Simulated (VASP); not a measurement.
# Ta (I4/mmm) in VASP: single point with PBEsol

Aim: the single point of Ta with PBEsol.

Program: VASP 6.6.1. These are calculated values, not measurements. Logs are shortened: lines on timing, memory, paths and dates and some standing lists are left out, and cuts for length are marked.

## Step 1: The cell of the first run

The structure is tetragonal, space group I4/mmm (No. 139). The conventional cell has a = 2.839 Å, b = 2.839 Å, c = 4.376 Å, α = 90.00°, β = 90.00°, γ = 90.00°. Ta (site symmetry 4/mmm) has 12 Ta at 2.84 to 2.97 Å within 3.7 Å.

## Step 2: Single point, PBEsol

Contents of INCAR:

```
PREC = Accurate
ENCUT = 500
EDIFF = 1E-6
ISMEAR = 0
SIGMA = 0.1
LREAL = F
LASPH = T
NELM = 120
ALGO = Normal
ISIF = 2
LWAVE = F
LCHARG = F
GGA = PS
ISYM = 0
NBANDS = 12
GGA_COMPAT = F
```

Contents of KPOINTS:

```
regular mesh
0
Gamma
  12 12 16
```

Contents of POSCAR:

```
Ta
1.0
    2.8394270048      0.0000000000      0.0000000000
    0.0000000000      2.8394270048      0.0000000000
    1.4197135024      1.4197135024      2.1880363409
Ta
1
Direct
    0.0000000000      0.0000000000      0.0000000000
```

Potentials or basis: VASP PAW PBE potentials, release 64 (Ta_sv_GW).

Run with:

```console
cat potpaw_PBE.64/Ta_sv_GW/POTCAR > POTCAR
mpirun -np 1 vasp_std > vasp.out
```

OUTCAR:

```text
PREC = Accurate
   ENCUT = 500
   EDIFF = 1E-6
   ISMEAR = 0
   LREAL = F
   LASPH = T
   NELM = 120
   ISIF = 2
   GGA = PS
   ISYM = 0

 ion  position               nearest neighbor table
   1  0.000  0.000  0.000-

IMPORTANT INFORMATION: All symmetrisations will be switched off!
NOSYMM: (Re-)initialisation of all symmetry stuff for point group C_1.

----------------------------------------------------------------------------------------

                                     Primitive cell

  volume of cell :      17.6407

  direct lattice vectors                    reciprocal lattice vectors
     2.839427005  0.000000000  0.000000000     0.352183732  0.000000000 -0.228515400
     0.000000000  2.839427005  0.000000000     0.000000000  0.352183732 -0.228515400
     1.419713502  1.419713502  2.188036341     0.000000000  0.000000000  0.457030800

  length of vectors
     2.839427005  2.839427005  2.969625547     0.419824570  0.419824570  0.457030800

  position of ions in fractional coordinates (direct lattice)
     0.000000000  0.000000000  0.000000000

  ion indices of the primitive-cell ions
   primitive index   ion index
                 1           1

----------------------------------------------------------------------------------------

 KPOINTS: regular mesh

Automatic generation of k-mesh.
 Grid dimensions read from file:
 generate k-points for:   12   12   16

 Generating k-lattice:

  Cartesian coordinates                     Fractional coordinates (reciprocal lattice)
     0.029348644  0.000000000 -0.019042950     0.083333333  0.000000000  0.000000000
     0.000000000  0.029348644 -0.019042950     0.000000000  0.083333333  0.000000000
     0.000000000  0.000000000  0.028564425     0.000000000  0.000000000  0.062500000

  Length of vectors
     0.034985381  0.034985381  0.028564425

  Shift w.r.t. Gamma in fractional coordinates (k-lattice)
     0.000000000  0.000000000  0.000000000

 -----------------------------------------------------------------------------
|                                                                             |
|           W    W    AA    RRRRR   N    N  II  N    N   GGGG   !!!           |
|           W    W   A  A   R    R  NN   N  II  NN   N  G    G  !!!           |
|           W    W  A    A  R    R  N N  N  II  N N  N  G       !!!           |
|           W WW W  AAAAAA  RRRRR   N  N N  II  N  N N  G  GGG   !            |
|           WW  WW  A    A  R   R   N   NN  II  N   NN  G    G                |
|           W    W  A    A  R    R  N    N  II  N    N   GGGG   !!!           |
|                                                                             |
|     Your reciprocal lattice and k-lattice belong to different lattice       |
|     classes:                                                                |
|                                                                             |
|        The reciprocal lattice is body-centered tetragonal,                  |
|        whereas your k-lattice is base-centered monoclinic.                  |
|                                                                             |
|     Results are often still useful ...                                      |
|                                                                             |
 -----------------------------------------------------------------------------

 WARNING: IBZKPT: internal override: KBLOWUP is changed to .FALSE.
      ... skipping the blow-up phase ...

 Subroutine IBZKPT returns following result:
 ===========================================

 Found   1156 irreducible k-points:

 Following reciprocal coordinates:
            Coordinates               Weight
  0.000000  0.000000  0.000000      1.000000
  0.083333  0.000000 -0.000000      2.000000
  0.166667  0.000000 -0.000000      2.000000
  0.250000  0.000000 -0.000000      2.000000
  0.333333  0.000000 -0.000000      2.000000
  0.416667  0.000000 -0.000000      2.000000
[... 16 lines left out ...]
  0.250000  0.166667 -0.000000      2.000000
  0.333333  0.166667 -0.000000      2.000000
 [... further k-points ...]
   k-points           NKPTS =   1156   k-points in BZ     NKDIM =   1156   number of bands    NBANDS=     12
   number of dos      NEDOS =    301   number of ions     NIONS =      1
   total plane-waves  NPLWV =  13824
   dimension x,y,z NGX =    24 NGY =   24 NGZ =   24
   dimension x,y,z NGXF=    48 NGYF=   48 NGZF=   48
   ions per type =               1
   NGX,Y,Z   is equivalent  to a cutoff of  14.05, 14.05, 13.44 a.u.
   NGXF,Y,Z  is equivalent  to a cutoff of  28.10, 28.10, 26.87 a.u.
 SYSTEM =  unknown system
   PREC   = accura    normal or accurate (medium, high low for compatibility)
   ISTART =      0    job   : 0-new  1-cont  2-samecut
   ICHARG =      2    charge: 1-file 2-atom 10-const
   ISPIN  =      1    spin polarized calculation?
   LNONCOLLINEAR =      F non collinear calculations
   LSORBIT =      F    spin-orbit coupling
   LASPH  =      T    aspherical Exc in radial PAW
   ENCUT  =  500.0 eV  36.75 Ry    6.06 a.u.   5.18  5.18  5.41*2*pi/ulx,y,z
   NELM   =    120;   NELMIN=  2; NELMDL= -5     # of ELM steps
   EDIFF  = 0.1E-05   stopping-criterion for ELM
   LREAL  =      F    real-space projection
   EDIFFG = 0.1E-04   stopping-criterion for IOM
   NSW    =      0    number of steps for IOM
   IBRION =     -1    ionic relax: 0-MD 1-quasi-New 2-CG
   NFREE  =      0    steps in history (QN), initial steepest desc. (CG)
   ISIF   =      2    stress and relaxation
   ISYM   =      0    0-nonsym 1-usesym 2-fastsym
   POTIM  = 0.5000    time-step for ionic-motion
   TEBEG  =    0.0;   TEEND  =   0.0 temperature during run
   PSTRESS=    0.0 pullay stress
   NELECT =      13.0000    total number of electrons
   NUPDOWN=      -1.0000    fix difference up-down
   EMIN   =  10.00;   EMAX   =-10.00  energy-range for DOS
   EFERMI =   0.00;   METHOD = LEGACY
   ISMEAR =     0;   SIGMA  =   0.10  broadening in eV -4-tet -1-fermi 0-gaus
   EFERMI_NEDOS =   21; number of points for ismear=-14 and -15
   IALGO  =     38    algorithm
   IMIX   =      4    mixing-type and parameters
     AMIX     =   0.40;   BMIX     =  1.00
     AMIX_MAG =   1.60;   BMIX_MAG =  1.00
  volume/ion in A,a.u.               =      17.64       119.05
  Fermi-wavevector in a.u.,A,eV,Ry     =   1.478713  2.794363 29.750402  2.186593
  Thomas-Fermi vector in A             =   2.592960
   LORBIT       =      0    0 simple, 1 ext, 2 COOP (PROOUT), +10 PAW based schemes
   GGA     = PS    functional components
   LHFCALC =     F    Hartree Fock is set to
   AEXX    =    0.0000 exact exchange contribution
   IVDW    =     0    specifies the selected vdW correction
   LEPSILON=     F    determine dielectric tensor
   LRPA    =     F    only Hartree local field effects (RPA)
 non-spin polarized calculation
 Gauss-broadening in eV      SIGMA  =   0.10
  energy-cutoff  :      500.00
  volume of cell :       17.64
 maximum number of plane-waves:       460
 NGX is ok and might be reduce to    24
   NGX = 11   NGY = 11   NGZ = 11

 number of electron      13.0000002 magnetization

 Free energy of the ion-electron system (eV)
  ---------------------------------------------------
  ext. energy  EPLUGINS =         0.00000000
  ---------------------------------------------------
  free energy    TOTEN  =       -14.82269850 eV

  energy without entropy =      -14.81662425  energy(sigma->0) =      -14.81966137

 E-fermi :  10.9546     XC(G=0): -13.2763

 val. band max:       10.9521554900   @ k =   0.4167   0.3333   0.0625
 cond. band min:      10.9559123377   @ k =   0.0000   0.3333   0.4375
 fundamental gap:      0.0037568477
 Fermi energy:        10.9546166575

 k-point     1 :       0.0000    0.0000    0.0000
  band No.  band energies     occupation
      1     -56.4824      2.00000
      2     -22.3703      2.00000
      3     -22.3273      2.00000
      4     -22.3258      2.00000
      5       2.6098      2.00000
      6      10.6541      1.99998
      7      11.8714      0.00000
      8      11.8732      0.00000
      9      13.6767      0.00000
     10      15.5182      0.00000
     11      23.4169      0.00000
     12      26.6685      0.00000

 k-point     2 :       0.0833    0.0000   -0.0000
  band No.  band energies     occupation
      1     -56.4744      2.00000
      2     -22.4348      2.00000
      3     -22.3702      2.00000
      4     -22.3326      2.00000
      5       2.9095      2.00000
      6      10.6952      1.99976
      7      11.6924      0.00000
      8      12.0157      0.00000
      9      13.6131      0.00000
     10      15.3160      0.00000
     11      24.0219      0.00000
     12      26.7264      0.00000

 k-point     3 :       0.1667    0.0000   -0.0000
  band No.  band energies     occupation
      1     -56.4527      2.00000
      2     -22.6770      2.00000
      3     -22.4174      2.00000
      4     -22.3495      2.00000
      5       3.7318      2.00000
      6      10.5465      2.00000
      7      11.4560      0.00000
      8      12.3429      0.00000
      9      13.7050      0.00000
     10      14.9364      0.00000
     11      24.8554      0.00000
     12      26.2895      0.00000
[... 286 lines left out ...]
 k-point    23 :       0.2500    0.1667   -0.0000
  band No.  band energies     occupation
      1     -56.3874      2.00000
      2     -23.1473      2.00000
      3     -22.6928      2.00000
      4     -22.4930      2.00000
      5       6.3711      2.00000
      6       9.9285      2.00000
      7      10.7478      1.99656
      8      12.4112      0.00000
      9      13.7924      0.00000
     10      17.2868      0.00000
     11      24.8554      0.00000
     12      26.9268      0.00000

 k-point    24 :       0.3333    0.1667   -0.0000
  band No.  band energies     occupation
      1     -56.3632      2.00000
      2     -23.3598      2.00000
      3     -22.7313      2.00000
      4     -22.5466      2.00000
      5       7.0052      2.00000
      6      10.0150      2.00000
      7      10.7225      1.99897
      8      12.0543      0.00000
      9      15.1960      0.00000
     10      18.1095      0.00000
     11      23.0856      0.00000
     12      25.8373      0.00000

 [... further k-points ...]

------------------------ aborting loop because EDIFF is reached ----------------------------------------

  FORCE on cell =-STRESS in cart. coord.  units (eV):
  Direction    XX          YY          ZZ          XY          YZ          ZX
  --------------------------------------------------------------------------------------
  -------------------------------------------------------------------------------------
  Total        0.0454590      0.0454588      1.3344975     -0.0057844     -0.0030579     -0.0030573
  in kB        4.1287108      4.1286931    121.2027271     -0.5253517     -0.2777283     -0.2776763
  external PRESSURE =      43.1533770 kB  Pullay stress =       0.0000000 kB

 VOLUME and BASIS-vectors are now :
 -----------------------------------------------------------------------------
  energy-cutoff  :      500.00
  volume of cell :       17.64
      direct lattice vectors                 reciprocal lattice vectors
     2.839427005  0.000000000  0.000000000     0.352183732  0.000000000 -0.228515400
     0.000000000  2.839427005  0.000000000     0.000000000  0.352183732 -0.228515400
     1.419713502  1.419713502  2.188036341     0.000000000  0.000000000  0.457030800

 POSITION                                       TOTAL-FORCE (eV/Angst)
 -----------------------------------------------------------------------------------
      0.00000      0.00000      0.00000         0.000000      0.000000     -0.000000
 -----------------------------------------------------------------------------------
    total drift:                                0.000000      0.000000     -0.000000

  FREE ENERGIE OF THE ION-ELECTRON SYSTEM (eV)
  ---------------------------------------------------
  free  energy   TOTEN  =       -14.8226984991 eV

  energy  without entropy=      -14.8166242502  energy(sigma->0) =      -14.81966137
```

It took 4.1 min on 1 thread of AMD EPYC 7R43 (Zen 3), shared host; peak memory 0.33 GiB.

What came out:

```
Free energy            : -14.8227 eV
Pressure               : 4.3 GPa
Band gap on the k mesh : zero (an odd number of electrons rules out a gap without spin polarisation)
```

Stress tensor (GPa, compression positive):
```
 0.41 -0.05 -0.03
-0.05  0.41 -0.03
-0.03 -0.03 12.12
```

Caveat: the stress differs along the axes, from 0 to 12 GPa; the PAW data sets were made with another functional, which shifts forces and pressure a little; spin-orbit coupling is left out, which moves the levels of the heavy elements.
